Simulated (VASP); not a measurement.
Zn3F: single point with PBE

The system is Zn3F.

```
CELL_PARAMETERS angstrom
-1.94785 1.94785 3.90192
1.94785 -1.94785 3.90192
1.94785 1.94785 -3.90192
ATOMIC_POSITIONS crystal
Zn 0.50000 0.50000 0.00000
Zn 0.75000 0.25000 0.50000
Zn 0.25000 0.75000 0.50000
F 0.00000 0.00000 0.00000
```

The cell was generated, and may not be a known phase.

* Program: VASP 6.6.1
* Task: single point
* Functional: PBE
* Potentials or basis: VASP PAW PBE potentials, release 64 (Zn, F)
* Cutoff: 520 eV
* k mesh: 6 × 6 × 6
* Occupations: gaussian, width 0.1 eV
* Spin: no spin polarisation

| Quantity | Value |
| --- | --- |
| Pressure | 0.5 GPa |
| Band gap on the k mesh | zero (an odd number of electrons rules out a gap without spin polarisation) |

Stress tensor (GPa, compression positive):
```
-0.72  0.00  0.00
 0.00 -0.72  0.00
 0.00  0.00  2.89
```

Levels at points of the mesh, in eV from the Fermi level:
| k point | band 17 | band 18 | band 19 | band 20 | band 21 | band 22 | band 23 | band 24 | band 25 | band 26 |
| --- | --- | --- | --- | --- | --- | --- | --- | --- | --- | --- |
| (0.00, 0.00, 0.00) | -6.62 | -4.61 | -4.24 | -4.24 | 1.45 | 2.72 | 2.78 | 2.78 | 3.96 | 5.04 |
| (0.50, 0.00, 0.00) | -6.33 | -4.57 | -4.54 | -4.10 | -2.29 | 0.81 | 1.47 | 3.63 | 6.06 | 6.85 |
| (0.50, 0.50, 0.00) | -5.40 | -5.26 | -4.83 | -3.49 | -1.01 | -0.96 | -0.60 | 2.05 | 3.36 | 5.92 |
| (0.50, 0.50, 0.50) | -6.62 | -4.64 | -4.64 | -4.42 | -2.69 | 2.03 | 2.03 | 2.42 | 6.82 | 9.67 |

Run time: 110 s on 1 thread of Intel Xeon 8259CL, with other jobs on the host, peak memory 0.22 GiB.

Caveat: an odd number of electrons without spin polarisation forces a metal; a magnetic or distorted state may lie lower.
